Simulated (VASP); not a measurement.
# Br (Im-3m) in VASP: a series of runs, part 2 of 2

VASP 6.6.1. Earlier steps stand in the parts before.

**4. Single point, PBEsol (volume scaled by 0.68)**

File INCAR:

```
PREC     = Accurate       # precision mode
ENCUT    = 520            # plane-wave cutoff, eV
EDIFF    = 1E-6           # SCF threshold, eV
ISMEAR   = -1             # smearing method
SIGMA    = 0.05           # smearing width, eV
LREAL    = F              # projectors in reciprocal space
LASPH    = T              # aspherical terms in the spheres
NELM     = 100            # most SCF steps
ALGO     = Normal         # electronic algorithm
ISIF     = 2              # what is computed and relaxed
LWAVE    = F              # write WAVECAR
LCHARG   = F              # write CHGCAR
GGA      = PS             # functional
NBANDS   = 10             # bands
```

File KPOINTS:

```
Automatic mesh
0
Gamma
  16 16 16
```

File POSCAR:

```
Br
1.0
   -1.6015632746      1.6015632746      1.6015632746
    1.6015632746     -1.6015632746      1.6015632746
    1.6015632746      1.6015632746     -1.6015632746
Br
1
Direct
    0.0000000000      0.0000000000      0.0000000000
```

Potentials or basis: VASP PAW PBE potentials, release 64 (Br).

The run is started by

```console
$ cat potpaw_PBE.64/Br/POTCAR > POTCAR
$ mpirun -np 1 vasp_std > vasp.out
```

OUTCAR:

```text
PREC = Accurate
   ENCUT = 520
   EDIFF = 1E-6
   ISMEAR = -1
   LREAL = F
   LASPH = T
   NELM = 100
   ISIF = 2
   GGA = PS

 ion  position               nearest neighbor table
   1  0.000  0.000  0.000-

  LATTYP: Found a body centered cubic cell.
 ALAT       =     3.2031265492

  Lattice vectors:

 A1 = (  -1.6015632746,   1.6015632746,   1.6015632746)
 A2 = (   1.6015632746,  -1.6015632746,   1.6015632746)
 A3 = (   1.6015632746,   1.6015632746,  -1.6015632746)

Analysis of symmetry for initial positions (statically):
=====================================================================
 Subroutine PRICEL returns:
 Original cell was already a primitive cell.

 Routine SETGRP: Setting up the symmetry group for a
 body centered cubic supercell.

 Subroutine GETGRP returns: Found 48 space group operations
 (whereof 48 operations were pure point group operations)
 out of a pool of 48 trial point group operations.

The static configuration has the point symmetry O_h .

Analysis of symmetry for dynamics (positions and initial velocities):
=====================================================================
 Subroutine PRICEL returns:
 Original cell was already a primitive cell.

 Routine SETGRP: Setting up the symmetry group for a
 body centered cubic supercell.

 Subroutine GETGRP returns: Found 48 space group operations
 (whereof 48 operations were pure point group operations)
 out of a pool of 48 trial point group operations.

The dynamic configuration has the point symmetry O_h .

 Subroutine INISYM returns: Found 48 space group operations
 (whereof 48 operations are pure point group operations),
 and found     1 'primitive' translations

----------------------------------------------------------------------------------------

                                     Primitive cell

  volume of cell :      16.4321

[... 103 lines left out ...]
   IALGO  =     38    algorithm
   IMIX   =      4    mixing-type and parameters
     AMIX     =   0.40;   BMIX     =  1.00
     AMIX_MAG =   1.60;   BMIX_MAG =  1.00
  volume/ion in A,a.u.               =      16.43       110.89
  Fermi-wavevector in a.u.,A,eV,Ry     =   1.231809  2.327782 20.644850  1.517354
  Thomas-Fermi vector in A             =   2.366604
   LORBIT       =      0    0 simple, 1 ext, 2 COOP (PROOUT), +10 PAW based schemes
   GGA     = PS    functional components
   LHFCALC =     F    Hartree Fock is set to
   AEXX    =    0.0000 exact exchange contribution
   IVDW    =     0    specifies the selected vdW correction
   LEPSILON=     F    determine dielectric tensor
   LRPA    =     F    only Hartree local field effects (RPA)
 non-spin polarized calculation
  energy-cutoff  :      520.00
  volume of cell :       16.43
 maximum number of plane-waves:       466
 NGX is ok and might be reduce to    24
   NGX = 11   NGY = 11   NGZ = 11

 number of electron       7.0000000 magnetization

 Free energy of the ion-electron system (eV)
  ---------------------------------------------------
  ext. energy  EPLUGINS =         0.00000000
  ---------------------------------------------------
  free energy    TOTEN  =        -0.62572209 eV

  energy without entropy =       -0.61964307  energy(sigma->0) =       -0.62268258

 E-fermi :   7.9983     XC(G=0): -11.7942

 val. band max:        7.9922746825   @ k =   0.3125   0.1875   0.0000
 cond. band min:       8.0046273512   @ k =   0.1250   0.1250   0.0000
 fundamental gap:      0.0123526687
 Fermi energy:         7.9983380483

 k-point     1 :       0.0000    0.0000    0.0000
  band No.  band energies     occupation
      1     -11.8063      2.00000
      2       9.8921      0.00000
      3       9.8921      0.00000
      4       9.8921      0.00000
      5      19.9648      0.00000
      6      20.7132      0.00000
      7      20.7132      0.00000
      8      20.7132      0.00000
      9      24.2136      0.00000
     10      24.2136      0.00000
[... 287 lines left out ...]
 k-point    24 :       0.2500    0.1875    0.0000
  band No.  band energies     occupation
      1      -8.6908      2.00000
      2       1.5131      2.00000
      3       4.8731      2.00000
      4       8.1884      0.04374
      5      16.8234      0.00000
      6      18.8027      0.00000
      7      23.0806      0.00000
      8      24.8413      0.00000
      9      28.8164      0.00000
     10      29.7770      0.00000

 [... further k-points ...]
[... 5 lines left out ...]
  --------------------------------------------------------------------------------------
  -------------------------------------------------------------------------------------
  Total        4.2763164      4.2763164      4.2763164      0.0000000      0.0000000     -0.0000000
  in kB      416.9539761    416.9539761    416.9539761      0.0000000      0.0000000     -0.0000000
  external PRESSURE =     416.9539761 kB  Pullay stress =       0.0000000 kB

 VOLUME and BASIS-vectors are now :
 -----------------------------------------------------------------------------
  energy-cutoff  :      520.00
  volume of cell :       16.43
      direct lattice vectors                 reciprocal lattice vectors
    -1.601563275  1.601563275  1.601563275     0.000000000  0.312194971  0.312194971
     1.601563275 -1.601563275  1.601563275     0.312194971  0.000000000  0.312194971
     1.601563275  1.601563275 -1.601563275     0.312194971  0.312194971  0.000000000

 POSITION                                       TOTAL-FORCE (eV/Angst)
 -----------------------------------------------------------------------------------
      0.00000      0.00000      0.00000         0.000000      0.000000      0.000000
 -----------------------------------------------------------------------------------
    total drift:                                0.000000      0.000000      0.000000

  FREE ENERGIE OF THE ION-ELECTRON SYSTEM (eV)
  ---------------------------------------------------
  free  energy   TOTEN  =        -0.6257220918 eV

  energy  without entropy=       -0.6196430692  energy(sigma->0) =       -0.62268258
```

OSZICAR:

```text
N       E                     dE             d eps       ncg     rms          rms(c)
DAV:   1     0.185261567701E+02    0.18526E+02   -0.33012E+03  2964   0.573E+02
DAV:   2    -0.960030183624E-01   -0.18622E+02   -0.17966E+02  3846   0.103E+02
DAV:   3    -0.626771409754E+00   -0.53077E+00   -0.52412E+00  3512   0.146E+01
DAV:   4    -0.627760842939E+00   -0.98943E-03   -0.98937E-03  3490   0.712E-01
DAV:   5    -0.627761917618E+00   -0.10747E-05   -0.10749E-05  3386   0.241E-02    0.128E+01
DAV:   6    -0.626081887715E+00    0.16800E-02   -0.17181E-03  3302   0.220E-01    0.766E+00
DAV:   7    -0.625759860038E+00    0.32203E-03   -0.24969E-03  3200   0.275E-01    0.715E-02
DAV:   8    -0.625722750380E+00    0.37110E-04   -0.91593E-05  3192   0.546E-02    0.158E-02
DAV:   9    -0.625722091802E+00    0.65858E-06   -0.71091E-06  3496   0.161E-02
   1 F= -.62572209E+00 E0= -.62268258E+00  d E =-.607902E-02
```

Run time: 5.7 s. Hardware: 1 thread of Intel Xeon 6975P-C (Granite Rapids), shared host; peak memory 0.14 GiB.

Results:

| Property | Result |
| --- | --- |
| Free energy | -0.6257 eV |
| Pressure | 41.7 GPa |

Caveat: the PAW data sets were made with another functional, which shifts forces and pressure a little; an odd number of electrons without spin polarisation forces a metal; a magnetic or distorted state may lie lower.

**5. Single point, PBEsol (volume scaled by 0.78)**

File INCAR:

```
SYSTEM = Br
PREC = Accurate
ENCUT = 520
EDIFF = 1E-6
ISMEAR = -1
SIGMA = 0.05
LREAL = .False.
LASPH = .True.
NELM = 60
ALGO = Normal
ISIF = 2
LWAVE = .False.
LCHARG = .True.
GGA = PS
LELF = .True.
LVHAR = .True.
NBANDS = 10
```

File KPOINTS:

```
regular mesh
0
Gamma
  16 16 16
  0 0 0
```

File POSCAR:

```
Br
1.0
   -1.6765094205      1.6765094205      1.6765094205
    1.6765094205     -1.6765094205      1.6765094205
    1.6765094205      1.6765094205     -1.6765094205
Br
1
Direct
    0.0000000000      0.0000000000      0.0000000000
```

Potentials or basis: VASP PAW PBE potentials, release 64 (Br).

The run is started by

```console
$ cat potpaw_PBE.64/Br/POTCAR > POTCAR
$ mpirun -np 1 vasp_std > vasp.out
```

OUTCAR:

```text
SYSTEM = Br
   PREC = Accurate
   ENCUT = 520
   EDIFF = 1E-6
   ISMEAR = -1
   LREAL = .False.
   LASPH = .True.
   NELM = 60
   ISIF = 2
   GGA = PS

 ion  position               nearest neighbor table
   1  0.000  0.000  0.000-

  LATTYP: Found a body centered cubic cell.
 ALAT       =     3.3530188410

  Lattice vectors:

 A1 = (  -1.6765094205,   1.6765094205,   1.6765094205)
 A2 = (   1.6765094205,  -1.6765094205,   1.6765094205)
 A3 = (   1.6765094205,   1.6765094205,  -1.6765094205)

Analysis of symmetry for initial positions (statically):
=====================================================================
 Subroutine PRICEL returns:
 Original cell was already a primitive cell.

 Routine SETGRP: Setting up the symmetry group for a
 body centered cubic supercell.

 Subroutine GETGRP returns: Found 48 space group operations
 (whereof 48 operations were pure point group operations)
 out of a pool of 48 trial point group operations.

The static configuration has the point symmetry O_h .

Analysis of symmetry for dynamics (positions and initial velocities):
=====================================================================
 Subroutine PRICEL returns:
 Original cell was already a primitive cell.

 Routine SETGRP: Setting up the symmetry group for a
 body centered cubic supercell.

 Subroutine GETGRP returns: Found 48 space group operations
 (whereof 48 operations were pure point group operations)
 out of a pool of 48 trial point group operations.

The dynamic configuration has the point symmetry O_h .

 Subroutine INISYM returns: Found 48 space group operations
 (whereof 48 operations are pure point group operations),
 and found     1 'primitive' translations

[... 108 lines left out ...]
   EFERMI_NEDOS =   21; number of points for ismear=-14 and -15
   IALGO  =     38    algorithm
   IMIX   =      4    mixing-type and parameters
     AMIX     =   0.40;   BMIX     =  1.00
     AMIX_MAG =   1.60;   BMIX_MAG =  1.00
  volume/ion in A,a.u.               =      18.85       127.20
  Fermi-wavevector in a.u.,A,eV,Ry     =   1.176743  2.223721 18.840306  1.384723
  Thomas-Fermi vector in A             =   2.313101
   LORBIT       =      0    0 simple, 1 ext, 2 COOP (PROOUT), +10 PAW based schemes
   GGA     = PS    functional components
   LHFCALC =     F    Hartree Fock is set to
   AEXX    =    0.0000 exact exchange contribution
   IVDW    =     0    specifies the selected vdW correction
   LEPSILON=     F    determine dielectric tensor
   LRPA    =     F    only Hartree local field effects (RPA)
 non-spin polarized calculation
  energy-cutoff  :      520.00
  volume of cell :       18.85
 maximum number of plane-waves:       532
 NGX is ok and might be reduce to    24
   NGX = 11   NGY = 11   NGZ = 11

 number of electron       7.0000001 magnetization

 Free energy of the ion-electron system (eV)
  ---------------------------------------------------
  ext. energy  EPLUGINS =         0.00000000
  ---------------------------------------------------
  free energy    TOTEN  =        -1.06678349 eV

  energy without entropy =       -1.05873267  energy(sigma->0) =       -1.06275808

 E-fermi :   5.8507     XC(G=0): -11.1134

 val. band max:        5.8085107821   @ k =   0.2500   0.2500   0.0000
 cond. band min:       5.8507733272   @ k =   0.1875   0.1250   0.0625
 fundamental gap:      0.0422625451
 Fermi energy:         5.8506826770

 k-point     1 :       0.0000    0.0000    0.0000
  band No.  band energies     occupation
      1     -12.3853      2.00000
      2       7.2861      0.00000
      3       7.2861      0.00000
      4       7.2861      0.00000
      5      16.1336      0.00000
      6      18.5425      0.00000
      7      18.5425      0.00000
      8      18.5425      0.00000
      9      21.7750      0.00000
     10      21.7750      0.00000
[... 287 lines left out ...]
 k-point    24 :       0.2500    0.1875    0.0000
  band No.  band energies     occupation
      1      -9.9044      2.00000
      2       0.2723      2.00000
      3       3.3603      2.00000
      4       6.0084      0.08178
      5      14.7537      0.00000
      6      16.4811      0.00000
      7      20.3706      0.00000
      8      21.8596      0.00000
      9      25.5924      0.00000
     10      26.7457      0.00000

 [... further k-points ...]
[... 5 lines left out ...]
  --------------------------------------------------------------------------------------
  -------------------------------------------------------------------------------------
  Total        2.2499896      2.2499896      2.2499896     -0.0000000     -0.0000000     -0.0000000
  in kB      191.2551328    191.2551328    191.2551328     -0.0000000     -0.0000000     -0.0000000
  external PRESSURE =     191.2551328 kB  Pullay stress =       0.0000000 kB

 VOLUME and BASIS-vectors are now :
 -----------------------------------------------------------------------------
  energy-cutoff  :      520.00
  volume of cell :       18.85
      direct lattice vectors                 reciprocal lattice vectors
    -1.676509420  1.676509420  1.676509420     0.000000000  0.298238706  0.298238706
     1.676509420 -1.676509420  1.676509420     0.298238706  0.000000000  0.298238706
     1.676509420  1.676509420 -1.676509420     0.298238706  0.298238706  0.000000000

 POSITION                                       TOTAL-FORCE (eV/Angst)
 -----------------------------------------------------------------------------------
      0.00000      0.00000      0.00000        -0.000000     -0.000000      0.000000
 -----------------------------------------------------------------------------------
    total drift:                                0.000000      0.000000     -0.000000

  FREE ENERGIE OF THE ION-ELECTRON SYSTEM (eV)
  ---------------------------------------------------
  free  energy   TOTEN  =        -1.0667834931 eV

  energy  without entropy=       -1.0587326724  energy(sigma->0) =       -1.06275808
```

stdout:

```text
POSCAR found type information on POSCAR Br
 POSCAR found :  1 types and       1 ions
 scaLAPACK will be used
 -----------------------------------------------------------------------------
|                                                                             |
|                                                                             |
|     You enforced a specific xc type in the INCAR file but a different       |
|     I HOPE YOU KNOW WHAT YOU ARE DOING!                                     |
|                                                                             |
 -----------------------------------------------------------------------------

 LDA part: xc-table for (Slater+PW92), standard interpolation
 POSCAR, INCAR and KPOINTS ok, starting setup
 FFT: planning ... GRIDC
 FFT: planning ... GRID_SOFT
 FFT: planning ... GRID
 WAVECAR not read
 entering main loop
```

It took 5.5 s on 1 thread of Intel Xeon 6975P-C (Granite Rapids), shared host; peak memory 0.15 GiB.

Results:

```yaml
Free_energy: -1.0668 eV
Pressure: 19.1 GPa
```

Caveat: the PAW data sets were made with another functional, which shifts forces and pressure a little; an odd number of electrons without spin polarisation forces a metal; a magnetic or distorted state may lie lower.

**6. Single point, PBEsol (volume scaled by 0.88)**

File INCAR:

```
SYSTEM = Br
ALGO = Normal
EDIFF = 1E-6
ENCUT = 520
GGA = PS
ISIF = 2
ISMEAR = -1
LASPH = .TRUE.
LCHARG = .FALSE.
LREAL = .FALSE.
LWAVE = .FALSE.
NBANDS = 10
NELM = 80
PREC = Accurate
SIGMA = 0.05
```

File KPOINTS:

```
k-points
0
G
  16 16 16
  0 0 0
```

File POSCAR:

```
Br
1.0
   -1.7452943708      1.7452943708      1.7452943708
    1.7452943708     -1.7452943708      1.7452943708
    1.7452943708      1.7452943708     -1.7452943708
Br
1
Direct
    0.0000000000      0.0000000000      0.0000000000
```

Potentials or basis: VASP PAW PBE potentials, release 64 (Br).

The run is started by

```console
$ cat potpaw_PBE.64/Br/POTCAR > POTCAR
$ mpirun -np 1 vasp_std > vasp.out
```

Wall time 6.1 s (1 thread of Intel Xeon 6975P-C (Granite Rapids), shared host); peak memory 0.15 GiB.

It converged, with:

```yaml
Free_energy: -1.2577 eV
Pressure: 7.3 GPa
```

Levels at points of the mesh, in eV from the Fermi level:
```csv
k point,band 1,band 2,band 3,band 4,band 5,band 6,band 7,band 8
"(0.00, 0.00, 0.00)",-17.06,1.14,1.14,1.14,9.12,12.68,12.68,12.68
"(0.50, 0.00, 0.00)",-14.66,-6.37,-1.08,0.65,7.04,8.99,17.54,17.70
"(0.50, 0.50, 0.50)",-13.12,-3.62,-3.62,-3.62,5.07,5.07,22.04,22.04
```

Caveat: the PAW data sets were made with another functional, which shifts forces and pressure a little; an odd number of electrons without spin polarisation forces a metal; a magnetic or distorted state may lie lower.

**7. Summary**

| cell | gap on the mesh (eV) | pressure (GPa) |
| --- | --- | --- |
| a = 2.631 Å, angles 109.5°, 1 atom | none | 85.4 |
| a = 2.774 Å, angles 109.5°, 1 atom | none | 41.7 |
| a = 2.904 Å, angles 109.5°, 1 atom | none | 19.1 |
| a = 3.023 Å, angles 109.5°, 1 atom | none | 7.3 |

Alike in all rows: task single point; level PBEsol; potentials or basis VASP PAW PBE potentials, release 64 (Br); no spin polarisation; k mesh 16 × 16 × 16; cutoff (eV) 520; smearing fermi-dirac 0.05 eV.

Caveats: the PAW data sets were made with another functional, which shifts forces and pressure a little; an odd number of electrons without spin polarisation forces a metal; a magnetic or distorted state may lie lower.

Absolute energies hang on the potentials; compare differences alone.
